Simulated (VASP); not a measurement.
Write the native input for VASP 6.6.1 that does the following.

```yaml
Task: single point
Functional: LDA
Potentials_or_basis: VASP PAW LDA potentials, release 64 (Cu)
Cutoff: 520 eV
k_mesh: 3 × 3 × 1
Occupations: gaussian, width 0.1 eV
Spin: no spin polarisation
Dipole_correction: no
Further_INCAR_settings: ALGO = Normal; EDIFF = 1e-06; NBANDS = 174; NELMDL = -8
```

The structure of Cu lies in POSCAR:

```
Cu
1.0
    7.4670476093      0.0000000000      0.0000000000
    0.0000000000      7.4670476093      0.0000000000
    0.0000000000      0.0000000000     15.5200000000
Cu
28
Direct
    0.0000000000      0.0000000000      0.3865979381
    0.3333333508      0.0000000000      0.3865979381
    0.6666667015      0.0000000000      0.3865979381
    0.0000000000      0.3333333508      0.3865979381
    0.3333333508      0.3333333508      0.3865979381
    0.6666667015      0.3333333508      0.3865979381
    0.0000000000      0.6666667015      0.3865979381
    0.3333333508      0.6666667015      0.3865979381
    0.6666667015      0.6666667015      0.3865979381
    0.1666893082      0.1666779248      0.4967073454
    0.4991356953      0.1666681485      0.4964697809
    0.8342543567      0.1666676128      0.4964839562
    0.1666696217      0.4991217674      0.4964735180
    0.4995533972      0.4995571470      0.4963470361
    0.8337865681      0.4995365230      0.4963617912
    0.1666690860      0.8342398932      0.4964806701
    0.4995426834      0.8337798720      0.4963544459
    0.8337955409      0.8337986211      0.4963692655
   -0.0034653589     -0.0034687070      0.6085849227
    0.3368386184     -0.0034968305      0.6085588918
    0.6666782188      0.0007333554      0.6065902706
   -0.0034759387      0.3368183962      0.6085717784
    0.3368623225      0.3368596441      0.6085456186
    0.6666839775      0.3326265118      0.6065908505
    0.0007476851      0.6666709870      0.6065905928
    0.3326391005      0.6666767457      0.6065920103
    0.6666831739      0.6666748708      0.6053259665
    0.1667821159      0.1667230564      0.7047524485
```

One way to write it, as run:

INCAR

```
PREC     = Accurate       # precision mode
ENCUT    = 520            # plane-wave cutoff, eV
EDIFF    = 1E-6           # SCF threshold, eV
ISMEAR   = 0              # smearing method
SIGMA    = 0.1            # smearing width, eV
LREAL    = False          # projectors in reciprocal space
LASPH    = True           # aspherical terms in the spheres
NELM     = 120            # most SCF steps
ALGO     = Normal         # electronic algorithm
ISIF     = 2              # what is computed and relaxed
LWAVE    = False          # write WAVECAR
LCHARG   = False          # write CHGCAR
NBANDS   = 174            # bands
GGA_COMPAT= False        
NELMDL   = -8
```

KPOINTS

```
Automatic mesh
0
Gamma
  3 3 1
```

Potentials or basis: VASP PAW LDA potentials, release 64 (Cu).

The run is started by

```console
$ cat potpaw_LDA.64/Cu/POTCAR > POTCAR
$ mpirun -np 1 vasp_std > vasp.out
```

It gave:

| Item | Value |
| --- | --- |
| Largest force | 0.059 eV/Å |
| Band gap on the k mesh | zero (bands 154 and 155 overlap by 1.08 eV) |

Caveat: there is no dipole correction, which matters where the two faces differ.

It took 40 min on 1 thread of Intel(R) Xeon(R) 6975P-C (Granite Rapids), on a shared host, peak memory 0.79 GiB.
